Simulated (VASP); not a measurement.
# RbCl (Fm-3m) in VASP: notebook

The runs below take RbCl through single point, with PBEsol.

Program: VASP 6.6.1. These are calculated values, not measurements. Logs are shortened: lines on timing, memory, paths and dates and some standing lists are left out, and cuts for length are marked.

## 1. The cell of the first run

The structure is cubic, space group Fm-3m (No. 225). The conventional cell has a = 6.499 Å, b = 6.499 Å, c = 6.499 Å, α = 90.00°, β = 90.00°, γ = 90.00°. Within 4.3 Å of Rb (site symmetry m-3m) lie 6 Cl at 3.25 Å. Within 4.3 Å of Cl (site symmetry m-3m) lie 6 Rb at 3.25 Å.

## 2. Single point, PBEsol (volume scaled by 0.980)

The input, INCAR:

```
PREC = Accurate ; ENCUT = 500
EDIFF = 1E-6 ; ISMEAR = 0
SIGMA = 0.05 ; LREAL = F
LASPH = T ; NELM = 120
ALGO = Normal ; ISIF = 2
LWAVE = F ; LCHARG = F
GGA = PS ; NBANDS = 15
GGA_COMPAT = F
```

The input, KPOINTS:

```
Automatic mesh
0
Gamma
  8 8 8
```

The input, POSCAR:

```
RbCl
1.0
    0.0000000000      3.2495879749      3.2495879749
    3.2495879749      0.0000000000      3.2495879749
    3.2495879749      3.2495879749      0.0000000000
Rb Cl
1 1
Direct
    0.5000000000      0.5000000000      0.5000000000
    0.0000000000      0.0000000000      0.0000000000
```

Potentials or basis: VASP PAW PBE potentials, release 64 (Rb_sv, Cl).

Launch:

```console
cat potpaw_PBE.64/Rb_sv/POTCAR potpaw_PBE.64/Cl/POTCAR > POTCAR
mpirun -np 1 vasp_std > vasp.out
```

OUTCAR:

```text
PREC = Accurate
   ENCUT = 500
   EDIFF = 1E-6
   ISMEAR = 0
   LREAL = F
   LASPH = T
   NELM = 120
   ISIF = 2
   GGA = PS

 ion  position               nearest neighbor table
   1  0.500  0.500  0.500-   2 3.25   2 3.25   2 3.25   2 3.25   2 3.25   2 3.25
   2  0.000  0.000  0.000-   1 3.25   1 3.25   1 3.25   1 3.25   1 3.25   1 3.25

  LATTYP: Found a face centered cubic cell.
 ALAT       =     6.4991759498

  Lattice vectors:

 A1 = (   0.0000000000,   3.2495879749,   3.2495879749)
 A2 = (   3.2495879749,   0.0000000000,   3.2495879749)
 A3 = (   3.2495879749,   3.2495879749,   0.0000000000)

Analysis of symmetry for initial positions (statically):
=====================================================================
 Subroutine PRICEL returns:
 Original cell was already a primitive cell.

 Routine SETGRP: Setting up the symmetry group for a
 face centered cubic supercell.

 Subroutine GETGRP returns: Found 48 space group operations
 (whereof 48 operations were pure point group operations)
 out of a pool of 48 trial point group operations.

The static configuration has the point symmetry O_h .

Analysis of symmetry for dynamics (positions and initial velocities):
=====================================================================
 Subroutine PRICEL returns:
 Original cell was already a primitive cell.

 Routine SETGRP: Setting up the symmetry group for a
 face centered cubic supercell.

 Subroutine GETGRP returns: Found 48 space group operations
 (whereof 48 operations were pure point group operations)
 out of a pool of 48 trial point group operations.

The dynamic configuration has the point symmetry O_h .

 Subroutine INISYM returns: Found 48 space group operations
 (whereof 48 operations are pure point group operations),
 and found     1 'primitive' translations

----------------------------------------------------------------------------------------

                                     Primitive cell

  volume of cell :      68.6301

  direct lattice vectors                    reciprocal lattice vectors
     0.000000000  3.249587975  3.249587975    -0.153865660  0.153865660  0.153865660
     3.249587975  0.000000000  3.249587975     0.153865660 -0.153865660  0.153865660
     3.249587975  3.249587975  0.000000000     0.153865660  0.153865660 -0.153865660

  length of vectors
     4.595611386  4.595611386  4.595611386     0.266503141  0.266503141  0.266503141

  position of ions in fractional coordinates (direct lattice)
     0.500000000  0.500000000  0.500000000
[... 89 lines left out ...]
   NELECT =      16.0000    total number of electrons
   NUPDOWN=      -1.0000    fix difference up-down
   EMIN   =  10.00;   EMAX   =-10.00  energy-range for DOS
   EFERMI =   0.00;   METHOD = LEGACY
   ISMEAR =     0;   SIGMA  =   0.05  broadening in eV -4-tet -1-fermi 0-gaus
   EFERMI_NEDOS =   21; number of points for ismear=-14 and -15
   IALGO  =     38    algorithm
   IMIX   =      4    mixing-type and parameters
     AMIX     =   0.40;   BMIX     =  1.00
     AMIX_MAG =   1.60;   BMIX_MAG =  1.00
  volume/ion in A,a.u.               =      34.32       231.57
  Fermi-wavevector in a.u.,A,eV,Ry     =   1.007573  1.904037 13.812681  1.015203
  Thomas-Fermi vector in A             =   2.140386
   LORBIT       =      0    0 simple, 1 ext, 2 COOP (PROOUT), +10 PAW based schemes
   GGA     = PS    functional components
   LHFCALC =     F    Hartree Fock is set to
   AEXX    =    0.0000 exact exchange contribution
   IVDW    =     0    specifies the selected vdW correction
   LEPSILON=     F    determine dielectric tensor
   LRPA    =     F    only Hartree local field effects (RPA)
 non-spin polarized calculation
 Gauss-broadening in eV      SIGMA  =   0.05
  energy-cutoff  :      500.00
  volume of cell :       68.63
 maximum number of plane-waves:      1807
 NGX is ok and might be reduce to    36
   NGX = 17   NGY = 17   NGZ = 17

 number of electron      16.0000000 magnetization

 Free energy of the ion-electron system (eV)
  ---------------------------------------------------
  ext. energy  EPLUGINS =         0.00000000
  ---------------------------------------------------
  free energy    TOTEN  =        -6.89251945 eV

  energy without entropy =       -6.89251945  energy(sigma->0) =       -6.89251945

 E-fermi :  -1.5777     XC(G=0):  -7.6873

 val. band max:       -1.8077955504   @ k =   0.0000   0.0000   0.0000
 cond. band min:       3.1462100295   @ k =   0.0000   0.0000   0.0000
 fundamental gap:      4.9540055799
 Fermi energy:        -1.5776782644

 k-point     1 :       0.0000    0.0000    0.0000
  band No.  band energies     occupation
      1     -25.5973      2.00000
      2     -13.8123      2.00000
      3      -9.6573      2.00000
      4      -9.6573      2.00000
      5      -9.6573      2.00000
      6      -1.8078      2.00000
      7      -1.8078      2.00000
      8      -1.8078      2.00000
      9       3.1462      0.00000
     10       6.1133      0.00000
     11       6.1133      0.00000
     12       6.1133      0.00000
     13       7.1215      0.00000
     14       7.1215      0.00000
[... 401 lines left out ...]
      2     -13.8452      2.00000
      3      -9.7731      2.00000
      4      -9.7566      2.00000
      5      -9.6444      2.00000
      6      -2.5173      2.00000
      7      -2.1351      2.00000
      8      -2.1209      2.00000
      9       5.8705      0.00000
     10       6.0225      0.00000
     11       7.9916      0.00000
     12       8.1788      0.00000
     13       8.9962      0.00000
     14      10.0527      0.00000
     15      10.1112      0.00000

 [... further k-points ...]

------------------------ aborting loop because EDIFF is reached ----------------------------------------

  FORCE on cell =-STRESS in cart. coord.  units (eV):
  Direction    XX          YY          ZZ          XY          YZ          ZX
  --------------------------------------------------------------------------------------
  -------------------------------------------------------------------------------------
  Total        0.1582640      0.1582640      0.1582640      0.0000000      0.0000000      0.0000000
  in kB        3.6946884      3.6946884      3.6946884      0.0000000      0.0000000      0.0000000
  external PRESSURE =       3.6946884 kB  Pullay stress =       0.0000000 kB

 VOLUME and BASIS-vectors are now :
 -----------------------------------------------------------------------------
  energy-cutoff  :      500.00
  volume of cell :       68.63
      direct lattice vectors                 reciprocal lattice vectors
     0.000000000  3.249587975  3.249587975    -0.153865660  0.153865660  0.153865660
     3.249587975  0.000000000  3.249587975     0.153865660 -0.153865660  0.153865660
     3.249587975  3.249587975  0.000000000     0.153865660  0.153865660 -0.153865660

 POSITION                                       TOTAL-FORCE (eV/Angst)
 -----------------------------------------------------------------------------------
      3.24959      3.24959      3.24959        -0.000000     -0.000000      0.000000
      0.00000      0.00000      0.00000         0.000000      0.000000     -0.000000
 -----------------------------------------------------------------------------------
    total drift:                                0.000000      0.000000      0.000000

  FREE ENERGIE OF THE ION-ELECTRON SYSTEM (eV)
  ---------------------------------------------------
  free  energy   TOTEN  =        -6.8925194510 eV

  energy  without entropy=       -6.8925194510  energy(sigma->0) =       -6.89251945
```

Wall time 12 s (1 thread of Intel Xeon 6975P-C (Granite Rapids), shared host); peak memory 0.2 GiB.

Results:

```yaml
Free_energy: -6.8925 eV
Pressure: 0.4 GPa
Band_gap_on_the_k_mesh: 4.95 eV, direct
```

Caveat: the cell differs from its parent crystal (volume scaled by 0.980); the PAW data sets were made with another functional, which shifts forces and pressure a little. A k mesh can miss the band edges.

## 3. Single point, PBEsol (volume scaled by 0.960)

The input, INCAR:

```
  PREC = Accurate
  ENCUT = 500
  EDIFF = 1E-6
  ISMEAR = 0
  SIGMA = 0.05
  LREAL = F
  LASPH = T
  NELM = 120
  ALGO = Normal
  ISIF = 2
  LWAVE = F
  LCHARG = F
  GGA = PS
  NBANDS = 15
  GGA_COMPAT = F
```

The input, KPOINTS:

```
regular mesh
0
Gamma
  8 8 8
```

The input, POSCAR:

```
RbCl
1.0
    0.0000000000      3.2273298245      3.2273298245
    3.2273298245      0.0000000000      3.2273298245
    3.2273298245      3.2273298245      0.0000000000
Rb Cl
1 1
Direct
    0.5000000000      0.5000000000      0.5000000000
    0.0000000000      0.0000000000      0.0000000000
```

Potentials or basis: VASP PAW PBE potentials, release 64 (Rb_sv, Cl).

Launch:

```console
cat potpaw_PBE.64/Rb_sv/POTCAR potpaw_PBE.64/Cl/POTCAR > POTCAR
mpirun -np 1 vasp_std > vasp.out
```

OUTCAR:

```text
PREC = Accurate
   ENCUT = 500
   EDIFF = 1E-6
   ISMEAR = 0
   LREAL = F
   LASPH = T
   NELM = 120
   ISIF = 2
   GGA = PS

 ion  position               nearest neighbor table
   1  0.500  0.500  0.500-   2 3.23   2 3.23   2 3.23   2 3.23   2 3.23   2 3.23
   2  0.000  0.000  0.000-   1 3.23   1 3.23   1 3.23   1 3.23   1 3.23   1 3.23

  LATTYP: Found a face centered cubic cell.
 ALAT       =     6.4546596490

  Lattice vectors:

[... 617 lines left out ...]

 [... further k-points ...]

------------------------ aborting loop because EDIFF is reached ----------------------------------------

  FORCE on cell =-STRESS in cart. coord.  units (eV):
  Direction    XX          YY          ZZ          XY          YZ          ZX
  --------------------------------------------------------------------------------------
  -------------------------------------------------------------------------------------
  Total        0.3238972      0.3238972      0.3238972      0.0000000      0.0000000      0.0000000
  in kB        7.7189404      7.7189404      7.7189404      0.0000000      0.0000000      0.0000000
  external PRESSURE =       7.7189404 kB  Pullay stress =       0.0000000 kB

 VOLUME and BASIS-vectors are now :
 -----------------------------------------------------------------------------
  energy-cutoff  :      500.00
  volume of cell :       67.23
      direct lattice vectors                 reciprocal lattice vectors
     0.000000000  3.227329824  3.227329824    -0.154926836  0.154926836  0.154926836
     3.227329824  0.000000000  3.227329824     0.154926836 -0.154926836  0.154926836
     3.227329824  3.227329824  0.000000000     0.154926836  0.154926836 -0.154926836

 POSITION                                       TOTAL-FORCE (eV/Angst)
 -----------------------------------------------------------------------------------
      3.22733      3.22733      3.22733        -0.000000     -0.000000     -0.000000
      0.00000      0.00000      0.00000         0.000000      0.000000      0.000000
 -----------------------------------------------------------------------------------
    total drift:                                0.000000      0.000000      0.000000

  FREE ENERGIE OF THE ION-ELECTRON SYSTEM (eV)
  ---------------------------------------------------
  free  energy   TOTEN  =        -6.8872246587 eV

  energy  without entropy=       -6.8872246587  energy(sigma->0) =       -6.88722466
```

stdout:

```text
POSCAR found type information on POSCAR RbCl
 POSCAR found :  2 types and       2 ions
 scaLAPACK will be used
 -----------------------------------------------------------------------------
|                                                                             |
|                                                                             |
|     You enforced a specific xc type in the INCAR file but a different       |
|     I HOPE YOU KNOW WHAT YOU ARE DOING!                                     |
|                                                                             |
 -----------------------------------------------------------------------------

 LDA part: xc-table for (Slater+PW92), standard interpolation
 POSCAR, INCAR and KPOINTS ok, starting setup
 FFT: planning ... GRIDC
 FFT: planning ... GRID_SOFT
 FFT: planning ... GRID
 WAVECAR not read
 entering main loop
```

Wall time 11 s (1 thread of Intel Xeon 6975P-C (Granite Rapids), shared host); peak memory 0.2 GiB.

Results:

```
Free energy            : -6.8872 eV
Pressure               : 0.8 GPa
Band gap on the k mesh : 5.02 eV, direct
```

Caveat: the cell differs from its parent crystal (volume scaled by 0.960); the PAW data sets were made with another functional, which shifts forces and pressure a little.

## 4. Single point, PBEsol

This run uses another cell than the first one, of 35.02 Å³/atom, 1.020 times its volume.

The input, INCAR:

```
PREC     = Accurate       # precision mode
ENCUT    = 500            # plane-wave cutoff, eV
EDIFF    = 1E-6           # SCF threshold, eV
ISMEAR   = 0              # smearing method
SIGMA    = 0.05           # smearing width, eV
LREAL    = False          # projectors in reciprocal space
LASPH    = True           # aspherical terms in the spheres
NELM     = 120            # most SCF steps
ALGO     = Normal         # electronic algorithm
ISIF     = 2              # what is computed and relaxed
LWAVE    = False          # write WAVECAR
LCHARG   = False          # write CHGCAR
GGA      = PS             # functional
NBANDS   = 15             # bands
GGA_COMPAT= False
```

KPOINTS is that of step 3.

The input, POSCAR:

```
RbCl
1.0
    0.0000000000      3.2715453165      3.2715453165
    3.2715453165      0.0000000000      3.2715453165
    3.2715453165      3.2715453165      0.0000000000
Rb Cl
1 1
Direct
    0.5000000000      0.5000000000      0.5000000000
    0.0000000000      0.0000000000      0.0000000000
```

Launch:

```console
cat potpaw_PBE.64/Rb_sv/POTCAR potpaw_PBE.64/Cl/POTCAR > POTCAR
mpirun -np 1 vasp_std > vasp.out
```

Run time: 12 s. Hardware: 1 thread of Intel Xeon 6975P-C (Granite Rapids), shared host; peak memory 0.2 GiB.

The run converged. Its results:

```yaml
Free_energy: -6.8945 eV
Pressure: 0.0 GPa
Band_gap_on_the_k_mesh: 4.89 eV, direct
```

Levels at points of the mesh, in eV from the valence-band top:
| k point | band 5 | band 6 | band 7 | band 8 | band 9 | band 10 | band 11 | band 12 |
| --- | --- | --- | --- | --- | --- | --- | --- | --- |
| (0.00, 0.00, 0.00) | -7.90 | 0.00 | 0.00 | 0.00 | 4.89 | 7.91 | 7.91 | 7.91 |
| (0.50, 0.00, 0.00) | -7.86 | -0.92 | -0.36 | -0.36 | 7.65 | 7.93 | 10.15 | 10.15 |
| (0.50, 0.50, 0.00) | -8.01 | -0.33 | -0.10 | -0.10 | 6.07 | 8.02 | 9.65 | 10.04 |

Caveat: the PAW data sets were made with another functional, which shifts forces and pressure a little.

## 5. Single point, PBEsol

This run uses another cell than the first one, of 35.45 Å³/atom, 1.033 times its volume.

The input, INCAR:

```
SYSTEM = RbCl
PREC = Accurate
ENCUT = 500
EDIFF = 1E-6
ISMEAR = 0
SIGMA = 0.05
LREAL = .False.
LASPH = .True.
NELM = 120
ALGO = Normal
ISIF = 2
LWAVE = .False.
LCHARG = .False.
GGA = PS
NBANDS = 15
GGA_COMPAT = .False.
```

The input, KPOINTS:

```
Automatic mesh
0
Gamma
  8 8 8
  0 0 0
```

The input, POSCAR:

```
RbCl
1.0
    0.0000000000      3.2848781803      3.2848781803
    3.2848781803      0.0000000000      3.2848781803
    3.2848781803      3.2848781803      0.0000000000
Rb Cl
1 1
Direct
    0.5000000000      0.5000000000      0.5000000000
    0.0000000000      0.0000000000      0.0000000000
```

Launch:

```console
cat potpaw_PBE.64/Rb_sv/POTCAR potpaw_PBE.64/Cl/POTCAR > POTCAR
mpirun -np 1 vasp_std > vasp.out
```

Run time: 12 s. Hardware: 1 thread of Intel Xeon 6975P-C (Granite Rapids), shared host; peak memory 0.2 GiB.

Results (log left out):

* Free energy: -6.8943 eV
* Pressure: -0.2 GPa
* Band gap on the k mesh: 4.86 eV, direct

Levels at points of the mesh, in eV from the valence-band top:
```
           k point  band 4  band 5  band 6  band 7  band 8  band 9  band 10  band 11  band 12  band 13
(0.00, 0.00, 0.00)   -7.92   -7.92    0.00    0.00    0.00    4.86     7.91     7.91     7.91     8.89
(0.50, 0.00, 0.00)   -7.94   -7.90   -0.90   -0.35   -0.35    7.62     7.89    10.11    10.11    11.28
(0.50, 0.50, 0.00)   -8.03   -8.03   -0.33   -0.10   -0.10    6.08     7.97     9.59    10.01    10.34
```

Caveat: the PAW data sets were made with another functional, which shifts forces and pressure a little.

## 6. Single point, PBEsol

This run uses another cell than the first one, of 35.30 Å³/atom, 1.029 times its volume.

The input, INCAR:

```
PREC     = Accurate       # precision mode
ENCUT    = 500            # plane-wave cutoff, eV
EDIFF    = 1E-6           # SCF threshold, eV
ISMEAR   = 0              # smearing method
SIGMA    = 0.05           # smearing width, eV
LREAL    = False          # projectors in reciprocal space
LASPH    = True           # aspherical terms in the spheres
NELM     = 120            # most SCF steps
ALGO     = Normal         # electronic algorithm
ISIF     = 2              # what is computed and relaxed
LWAVE    = False          # write WAVECAR
LCHARG   = True           # write CHGCAR
GGA      = PS             # functional
LELF     = True           # ELF
LVHAR    = True         
NBANDS   = 15             # bands
GGA_COMPAT= False
```

The input, KPOINTS:

```
regular mesh
0
Gamma
  8 8 8
```

The input, POSCAR:

```
RbCl
1.0
    0.0000000000      3.2804924899      3.2804924899
    3.2804924899      0.0000000000      3.2804924899
    3.2804924899      3.2804924899      0.0000000000
Rb Cl
1 1
Direct
    0.5000000000      0.5000000000      0.5000000000
    0.0000000000      0.0000000000      0.0000000000
```

Potentials or basis: VASP PAW PBE potentials, release 64 (Rb_sv, Cl).

Launch:

```console
cat potpaw_PBE.64/Rb_sv/POTCAR potpaw_PBE.64/Cl/POTCAR > POTCAR
mpirun -np 1 vasp_std > vasp.out
```

It took 12 s on 1 thread of Intel Xeon 6975P-C (Granite Rapids), shared host; peak memory 0.2 GiB.

It converged, with:

```
Free energy            : -6.8944 eV
Pressure               : -0.1 GPa
Band gap on the k mesh : 4.87 eV, direct
```

Levels at points of the mesh, in eV from the valence-band top:
```csv
k point,band 5,band 6,band 7,band 8,band 9,band 10,band 11,band 12
"(0.00, 0.00, 0.00)",-7.91,0.00,0.00,0.00,4.87,7.91,7.91,7.91
"(0.50, 0.00, 0.00)",-7.89,-0.90,-0.36,-0.36,7.63,7.90,10.12,10.12
"(0.50, 0.50, 0.00)",-8.02,-0.33,-0.10,-0.10,6.08,7.98,9.61,10.02
```

Caveat: the PAW data sets were made with another functional, which shifts forces and pressure a little.

## 7. Overview

| cell | gap on the mesh (eV) | pressure (GPa) |
| --- | --- | --- |
| a = 4.596 Å, angles 60.0°, 2 atoms | 4.95 | 0.4 |
| a = 4.564 Å, angles 60.0°, 2 atoms | 5.02 | 0.8 |
| a = 4.627 Å, angles 60.0°, 2 atoms | 4.89 | 0.0 |
| a = 4.646 Å, angles 60.0°, 2 atoms | 4.86 | -0.2 |
| a = 4.639 Å, angles 60.0°, 2 atoms | 4.87 | -0.1 |

Alike in all rows: task single point; level PBEsol; potentials or basis VASP PAW PBE potentials, release 64 (Rb_sv, Cl); no spin polarisation; k mesh 8 × 8 × 8; cutoff (eV) 500; smearing gaussian 0.05 eV.

Caveats: the PAW data sets were made with another functional, which shifts forces and pressure a little.

Absolute energies hang on the potentials; compare differences alone.
